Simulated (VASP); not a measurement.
Wanted: the native input for a VASP 6.6.1 run.

| Property | Result |
| --- | --- |
| Task | single point |
| Functional | PBE |
| Potentials or basis | VASP PAW PBE potentials, release 64 (Si, Pd, Ir) |
| Cutoff | 520 eV |
| k mesh | 4 × 4 × 4 |
| Occupations | gaussian, width 0.2 eV |
| Spin | no spin polarisation |
| Dipole correction | no |
| Further INCAR settings | ALGO = Normal; EDIFF = 1e-07; NBANDS = 47 |

The structure of Si4IrPd lies in POSCAR:

```
Si4IrPd
1.0
    5.7587850232      0.0000000000      0.0000000000
    0.0000000000      5.7587850232      0.0000000000
   -2.8793925116     -2.8793925116      5.7391294495
Si Pd Ir
8 2 2
Direct
    0.6250000000      0.6289190008      0.7500000000
    0.6250000000      0.1210809992      0.7500000000
    0.1250000000      0.6289190008      0.7500000000
    0.1250000000      0.1210809992      0.7500000000
    0.3710809992      0.8750000000      0.2500000000
    0.8789190008      0.3750000000      0.2500000000
    0.8789190008      0.8750000000      0.2500000000
    0.3710809992      0.3750000000      0.2500000000
    0.7500000000      0.2500000000      0.5000000000
    0.5000000000      0.5000000000      0.0000000000
    0.2500000000      0.7500000000      0.5000000000
    1.0000000000      0.0000000000      0.0000000000
```

The input as run:

INCAR

```
SYSTEM = Si4IrPd
PREC = Accurate ; ENCUT = 520
EDIFF = 1E-7 ; ISMEAR = 0
SIGMA = 0.2 ; LREAL = .FALSE.
LASPH = .TRUE. ; NELM = 80
ALGO = Normal ; ISIF = 2
LWAVE = .FALSE. ; LCHARG = .TRUE.
GGA = PE ; LELF = .TRUE.
LVHAR = .TRUE. ; NBANDS = 47
```

KPOINTS

```
Automatic mesh
0
G
  4 4 4
  0 0 0
```

Potentials or basis: VASP PAW PBE potentials, release 64 (Si, Pd, Ir).

Launch:

```console
$ cat potpaw_PBE.64/Si/POTCAR potpaw_PBE.64/Pd/POTCAR potpaw_PBE.64/Ir/POTCAR > POTCAR
$ mpirun -np 1 vasp_std > vasp.out
```

It gave:

```
Pressure               : -0.3 GPa
Largest force          : 0.004 eV/Å
Band gap on the k mesh : zero (bands 35 and 36 overlap by 1.87 eV)
```

Caveat: spin-orbit coupling is left out, which moves the levels of the heavy elements.

It took 4.9 min on 1 thread of Intel Xeon 8259CL, with other jobs on the host, peak memory 0.41 GiB.
